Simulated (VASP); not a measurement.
# TiSi2 (Cmcm) in VASP: single point with PBEsol

Aim: the single point of TiSi2 with PBEsol.

Everything below comes from runs of VASP 6.6.1. Logs are shortened: lines on timing, memory, paths and dates and some standing lists are left out, and cuts for length are marked.

## Step 1: The cell of the first run

It takes space group Cmcm (No. 63, orthorhombic). Conventional cell: a = 3.517 Å, b = 13.348 Å, c = 3.555 Å, α = 90.00°, β = 90.00°, γ = 90.00°. Ti (site symmetry m2m) has 10 Si at 2.56 to 2.79 Å and 6 Ti at 3.26 to 3.56 Å within 3.6 Å. Within 3.2 Å of Si (site symmetry m2m) lie 6 Si at 2.39 to 3.10 Å and 6 Ti at 2.56 to 2.79 Å. Si (site symmetry m2m) has 8 Si at 2.50 to 3.10 Å and 4 Ti at 2.64 to 2.65 Å within 3.3 Å.

## Step 2: Single point, PBEsol

File INCAR:

```
SYSTEM = TiSi2
ALGO = Normal ; EDIFF = 1E-6
ENCUT = 520 ; GGA = PS
ISIF = 2 ; ISMEAR = 0
LASPH = .True. ; LCHARG = .False.
LREAL = .False. ; LWAVE = .False.
NBANDS = 29 ; NELM = 60
PREC = Accurate ; SIGMA = 0.1
```

File KPOINTS:

```
k-points
0
Gamma
  10 10 10
  0 0 0
```

File POSCAR:

```
TiSi2
1.0
    1.7583593839     -6.6741047749      0.0000000000
    1.7583593839      6.6741047749      0.0000000000
    0.0000000000      0.0000000000      3.5554084716
Ti Si
2 4
Direct
    0.8975108623      0.1024891377      0.7500000000
    0.1024891377      0.8975108623      0.2500000000
    0.5599809709      0.4400190291      0.7500000000
    0.4400190291      0.5599809709      0.2500000000
    0.2497198722      0.7502801278      0.7500000000
    0.7502801278      0.2497198722      0.2500000000
```

Potentials or basis: VASP PAW PBE potentials, release 64 (Ti_sv, Si).

Launch:

```console
$ cat potpaw_PBE.64/Ti_sv/POTCAR potpaw_PBE.64/Si/POTCAR > POTCAR
$ mpirun -np 1 vasp_std > vasp.out
```

OUTCAR:

```text
SYSTEM = TiSi2
   EDIFF = 1E-6
   ENCUT = 520
   GGA = PS
   ISIF = 2
   ISMEAR = 0
   LASPH = .True.
   LREAL = .False.
   NELM = 60
   PREC = Accurate

 ion  position               nearest neighbor table
   1  0.898  0.102  0.750-   4 2.56   4 2.56   4 2.56   4 2.56   5 2.64   5 2.64   6 2.65   6 2.65
                             3 2.79   3 2.79
   2  0.102  0.898  0.250-   3 2.56   3 2.56   3 2.56   3 2.56   6 2.64   6 2.64   5 2.65   5 2.65
                             4 2.79   4 2.79
   3  0.560  0.440  0.750-   4 2.39   4 2.39   2 2.56   2 2.56   2 2.56   2 2.56   1 2.79   1 2.79
                             5 3.08   5 3.08   6 3.10   6 3.10
   4  0.440  0.560  0.250-   3 2.39   3 2.39   1 2.56   1 2.56   1 2.56   1 2.56   2 2.79   2 2.79
                             6 3.08   6 3.08   5 3.10   5 3.10
   5  0.250  0.750  0.750-   6 2.50   6 2.50   6 2.50   6 2.50   1 2.64   1 2.64   2 2.65   2 2.65
                             3 3.08   3 3.08   4 3.10   4 3.10
   6  0.750  0.250  0.250-   5 2.50   5 2.50   5 2.50   5 2.50   2 2.64   2 2.64   1 2.65   1 2.65
                             4 3.08   4 3.08   3 3.10   3 3.10

  LATTYP: Found a base centered orthorhombic cell.
 ALAT       =     3.5167187678
 B/A-ratio  =     3.7956431637
 C/A-ratio  =     1.0110016485

  Lattice vectors:

 A1 = (   1.7583593839,  -6.6741047749,   0.0000000000)
 A2 = (   1.7583593839,   6.6741047749,   0.0000000000)
 A3 = (   0.0000000000,   0.0000000000,   3.5554084716)

Analysis of symmetry for initial positions (statically):
=====================================================================
 Subroutine PRICEL returns:
 Original cell was already a primitive cell.

 Routine SETGRP: Setting up the symmetry group for a
 base centered orthorhombic supercell.

 Subroutine GETGRP returns: Found  8 space group operations
 (whereof  4 operations were pure point group operations)
 out of a pool of  8 trial point group operations.

The static configuration has the point symmetry C_2h.
 The point group associated with its full space group is D_2h.

Analysis of symmetry for dynamics (positions and initial velocities):
=====================================================================
 Subroutine PRICEL returns:
 Original cell was already a primitive cell.

 Routine SETGRP: Setting up the symmetry group for a
 base centered orthorhombic supercell.

 Subroutine GETGRP returns: Found  8 space group operations
 (whereof  4 operations were pure point group operations)
 out of a pool of  8 trial point group operations.

[... 101 lines left out ...]
   ISTART =      0    job   : 0-new  1-cont  2-samecut
   ICHARG =      2    charge: 1-file 2-atom 10-const
   ISPIN  =      1    spin polarized calculation?
   LNONCOLLINEAR =      F non collinear calculations
   LSORBIT =      F    spin-orbit coupling
   LASPH  =      T    aspherical Exc in radial PAW
   ENCUT  =  520.0 eV  38.22 Ry    6.18 a.u.  12.83 12.83  6.61*2*pi/ulx,y,z
   NELM   =     60;   NELMIN=  2; NELMDL= -5     # of ELM steps
   EDIFF  = 0.1E-05   stopping-criterion for ELM
   LREAL  =      F    real-space projection
[... 7 lines left out ...]
   TEBEG  =    0.0;   TEEND  =   0.0 temperature during run
   PSTRESS=    0.0 pullay stress
   NELECT =      40.0000    total number of electrons
   NUPDOWN=      -1.0000    fix difference up-down
   EMIN   =  10.00;   EMAX   =-10.00  energy-range for DOS
   EFERMI =   0.00;   METHOD = LEGACY
   ISMEAR =     0;   SIGMA  =   0.10  broadening in eV -4-tet -1-fermi 0-gaus
   EFERMI_NEDOS =   21; number of points for ismear=-14 and -15
   IALGO  =     38    algorithm
   IMIX   =      4    mixing-type and parameters
     AMIX     =   0.40;   BMIX     =  1.00
     AMIX_MAG =   1.60;   BMIX_MAG =  1.00
  volume/ion in A,a.u.               =      13.91        93.86
  Fermi-wavevector in a.u.,A,eV,Ry     =   1.281213  2.421142 22.334066  1.641508
  Thomas-Fermi vector in A             =   2.413596
   LORBIT       =      0    0 simple, 1 ext, 2 COOP (PROOUT), +10 PAW based schemes
   GGA     = PS    functional components
   LHFCALC =     F    Hartree Fock is set to
   AEXX    =    0.0000 exact exchange contribution
   IVDW    =     0    specifies the selected vdW correction
   LEPSILON=     F    determine dielectric tensor
   LRPA    =     F    only Hartree local field effects (RPA)
 non-spin polarized calculation
 Gauss-broadening in eV      SIGMA  =   0.10
  energy-cutoff  :      520.00
  volume of cell :       83.45
 maximum number of plane-waves:      2283
 NGX is ok and might be reduce to    54
   NGX = 25   NGY = 25   NGZ = 13

 number of electron      40.0000001 magnetization

 Free energy of the ion-electron system (eV)
  ---------------------------------------------------
  ext. energy  EPLUGINS =         0.00000000
  ---------------------------------------------------
  free energy    TOTEN  =       -43.69594762 eV

  energy without entropy =      -43.68821762  energy(sigma->0) =      -43.69208262

 E-fermi :  10.7101     XC(G=0): -11.8203

 val. band max:       10.7097857198   @ k =   0.4000   0.0000   0.0000
 cond. band min:      10.7283073107   @ k =   0.5000   0.5000   0.4000
 fundamental gap:      0.0185215908
 Fermi energy:        10.7100662175

 k-point     1 :       0.0000    0.0000    0.0000
  band No.  band energies     occupation
      1     -45.7988      2.00000
      2     -45.7872      2.00000
      3     -22.2625      2.00000
      4     -22.2255      2.00000
      5     -22.2228      2.00000
      6     -22.2074      2.00000
[... 757 lines left out ...]
     28      14.1372      0.00000
     29      14.2039      0.00000

 [... further k-points ...]
[... 5 lines left out ...]
  --------------------------------------------------------------------------------------
  -------------------------------------------------------------------------------------
  Total        0.0649778      0.0317295      0.0735075      0.0000000     -0.0000000      0.0000000
  in kB        1.2475422      0.6091911      1.4113095      0.0000000     -0.0000000      0.0000000
  external PRESSURE =       1.0893476 kB  Pullay stress =       0.0000000 kB

 VOLUME and BASIS-vectors are now :
 -----------------------------------------------------------------------------
  energy-cutoff  :      520.00
  volume of cell :       83.45
      direct lattice vectors                 reciprocal lattice vectors
     1.758359384 -6.674104775  0.000000000     0.284355977 -0.074916415  0.000000000
     1.758359384  6.674104775  0.000000000     0.284355977  0.074916415  0.000000000
     0.000000000  0.000000000  3.555408472     0.000000000  0.000000000  0.281261635

 POSITION                                       TOTAL-FORCE (eV/Angst)
 -----------------------------------------------------------------------------------
      1.75836     -5.30606      2.66656         0.000000     -0.001984     -0.000000
      1.75836      5.30606      0.88885         0.000000      0.001984      0.000000
      1.75836     -0.80064      2.66656         0.000000     -0.001628      0.000000
      1.75836      0.80064      0.88885         0.000000      0.001628      0.000000
      1.75836      3.34079      2.66656         0.000000     -0.000097     -0.000000
      1.75836     -3.34079      0.88885         0.000000      0.000097      0.000000
 -----------------------------------------------------------------------------------
    total drift:                                0.000000     -0.000000     -0.000000

  FREE ENERGIE OF THE ION-ELECTRON SYSTEM (eV)
  ---------------------------------------------------
  free  energy   TOTEN  =       -43.6959476182 eV

  energy  without entropy=      -43.6882176198  energy(sigma->0) =      -43.69208262
```

stdout:

```text
POSCAR found type information on POSCAR TiSi
 POSCAR found :  2 types and       6 ions
 scaLAPACK will be used
 -----------------------------------------------------------------------------
|                                                                             |
|                                                                             |
|     You enforced a specific xc type in the INCAR file but a different       |
|     I HOPE YOU KNOW WHAT YOU ARE DOING!                                     |
|                                                                             |
 -----------------------------------------------------------------------------

 LDA part: xc-table for (Slater+PW92), standard interpolation
 POSCAR, INCAR and KPOINTS ok, starting setup
 FFT: planning ... GRIDC
 FFT: planning ... GRID_SOFT
 FFT: planning ... GRID
 WAVECAR not read
 entering main loop
```

It took 8 min on 1 thread of Intel Xeon Platinum 8375C at 2.90GHz (Ice Lake), shared host; peak memory 0.53 GiB.

What came out:

| Quantity | Value |
| --- | --- |
| Free energy | -43.6959 eV |
| Pressure | 0.1 GPa |
| Band gap on the k mesh | zero (bands 20 and 21 overlap by 1.01 eV) |

Levels at points of the mesh, in eV from the Fermi level:
| k point | band 18 | band 19 | band 20 | band 21 | band 22 | band 23 |
| --- | --- | --- | --- | --- | --- | --- |
| (0.00, 0.00, 0.00) | -2.04 | -2.01 | 0.45 | 0.82 | 0.83 | 0.90 |
| (0.50, 0.00, 0.00) | -1.36 | -0.66 | -0.58 | -0.57 | 1.23 | 1.52 |
| (0.50, 0.50, 0.00) | -1.90 | -1.18 | 0.36 | 0.65 | 0.69 | 0.93 |
| (0.00, 0.00, 0.50) | -1.66 | -0.03 | -0.03 | 1.02 | 1.02 | 1.54 |
| (0.50, 0.00, 0.50) | -3.17 | -2.50 | -2.50 | 1.78 | 1.78 | 1.91 |
| (0.50, 0.50, 0.50) | -2.11 | -0.89 | -0.89 | 0.55 | 0.55 | 1.68 |

Caveat: the PAW data sets were made with another functional, which shifts forces and pressure a little.
